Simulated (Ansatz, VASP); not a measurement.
## Br in VASP and in Ansatz

```
Br
1.0
    -1.35055    1.35055    3.38265
     1.35055   -1.35055    3.38265
     1.35055    1.35055   -3.38265
Br
1
Cartesian
  0.0000 0.0000 0.0000
```

Alike in both runs: task single point; functional PBE; dispersion D3(BJ); k mesh 22 × 22 × 22; occupations gaussian, width 0.15 eV; no spin polarisation.

|  | VASP | Ansatz |
| --- | --- | --- |
| version | VASP 6.6.1 | Ansatz 0.2.0 |
| potentials or method | VASP PAW PBE potentials, release 64 (Br), cutoff 520 eV | scalar-relativistic, plane waves, PAW |
| valence electrons in the cell | 7 | 7 |

|  | VASP | Ansatz | Ansatz less VASP |
| --- | --- | --- | --- |
| gap on the k mesh at the Fermi level (eV) | none | none | - |
| pressure (GPa) | 8.3 | 8.3 | -0.01 |
| traceless stress, the component that is largest in VASP (GPa) | -7.09 | -7.06 | +0.023 |

A gap of «none» marks a metal or a gap that the smearing closes.
